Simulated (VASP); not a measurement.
## Li: single point with PBEsol

Crystal: Li.

```
Li
1.0
    -1.73250    1.75000    1.75000
     1.75000   -1.73250    1.75000
     1.75000    1.75000   -1.73250
Li
1
Cartesian
  0.0000 0.0000 0.0000
```

This cell differs from its parent crystal: equal xy, yz and zx shear strains of +1 %.

```
Program             : VASP 6.6.1
Task                : single point
Functional          : PBEsol
Potentials or basis : VASP PAW PBE potentials, release 64 (Li_sv)
Cutoff              : 520 eV
k mesh              : 15 × 15 × 15
Occupations         : fermi-dirac, width 0.08 eV
Spin                : no spin polarisation
```

| Quantity | Value |
| --- | --- |
| Band gap on the k mesh | zero (an odd number of electrons rules out a gap without spin polarisation) |

Levels at points of the mesh, in eV from the Fermi level:
```
           k point  band 1  band 2  band 3  band 4
(0.00, 0.00, 0.00)  -46.04   -3.51   13.87   14.11
```

Wall time 39 s on 1 thread of AMD EPYC 7R13 Processor (Zen 3), with other jobs on the host, peak memory 0.13 GiB.

Caveat: the cell differs from its parent crystal (equal xy, yz and zx shear strains of +1 %).
